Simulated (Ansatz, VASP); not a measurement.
V: VASP beside Ansatz

File POSCAR:

```
V
1.0
   -1.4910375880      1.4910375880      1.4910375880
    1.4910375880     -1.4910375880      1.4910375880
    1.4910375880      1.4910375880     -1.4910375880
V
1
Direct
    0.0000000000      0.0000000000      0.0000000000
```

Contents of INCAR.step1:

```
PREC = Accurate
ENCUT = 520
ISMEAR = 0
SIGMA = 0.05
LREAL = F
LASPH = T
NELM = 150
ISPIN = 2
MAGMOM = 0.05
LMAXMIX = 4
NBANDS = 16
GGA = PE
ALGO = Normal
EDIFF = 1E-4
LWAVE = T
LCHARG = F
```

The input INCAR.step2:

```
PREC = Accurate
ENCUT = 520
EDIFF = 1E-6
ISMEAR = 0
SIGMA = 0.05
LREAL = F
LASPH = T
NELM = 150
ALGO = Normal
ISIF = 2
LWAVE = F
LCHARG = F
ISPIN = 2
MAGMOM = 0.05
LORBIT = 11
LMAXMIX = 4
METAGGA = R2SCAN
LMIXTAU = T
NBANDS = 16
ISTART = 1
```

KPOINTS

```
Automatic mesh
0
Gamma
  20 20 20
```

Input for Ansatz:

```yaml
crystal:
  lattice:
    - [-1.491037588, 1.491037588, 1.491037588]
    - [1.491037588, -1.491037588, 1.491037588]
    - [1.491037588, 1.491037588, -1.491037588]
  atoms:
    - { symbol: V, position: [0.0, 0.0, 0.0], spin: 0.05 }
basis:
  ecutwfc: 500
  ecutrho_ratio: 4
kpoints:
  mp_grid: { grid: [20, 20, 20] }
  band_path:
    path:
      - [[0.0, 0.0, 0.0], [0.5, -0.5, 0.5], [0.0, 0.0, 0.5], [0.0, 0.0, 0.0], [0.25, 0.25, 0.25], [0.5, -0.5, 0.5]]
      - [[0.25, 0.25, 0.25], [0.0, 0.0, 0.5]]
    npoints: 14
hamiltonian:
  xc: r2scan
scf:
  occupations: { method: gaussian, width: 0.05 }
  n_extra_bands: 10
output:
  forces: true
  stress: true
  eigenvalues: true
  populations: true
  dos: { projected: true, de: 0.02, nscf_kmesh: { grid: [30, 30, 30] } }
  bader: true
magnetization:
  spin_polarized: true
checkpoint:
  read: start.run
  write: ck
  compress: false
  write_wavefunctions: false
  write_every: 100000
```

Alike in both runs: task single point; functional r2SCAN; k mesh 20 × 20 × 20; occupations gaussian, width 0.05 eV; collinear spin.

```csv
,VASP,Ansatz
version,VASP 6.6.1,Ansatz 0.2.0
potentials or method,"VASP PAW PBE potentials, release 64 (V_sv), cutoff 520 eV","scalar-relativistic, plane waves, PAW"
valence electrons in the cell,13,13
```

Ansatz gave:

```
gap on the k mesh at the Fermi level (eV)                     : none
pressure (GPa)                                                : 0.0
net moment per atom (μB)                                      : 0.04
size of the moment on the site where the two differ most (μB) : 0.03
```

Task: Which values does VASP return?

Result: gap on the k mesh at the Fermi level (eV): none; pressure (GPa): 0.7; net moment per atom (μB): 0.00; size of the moment on the site where the two differ most (μB): 0.00.

VASP's potentials were made for PBE, not for r2SCAN. Site moments also hang on the region over which each program counts them. A gap of «none» marks a metal or a gap that the smearing closes. The functional is the same, so the differences come from potentials, cutoffs and numerics. Ansatz's warnings: stability check not made.
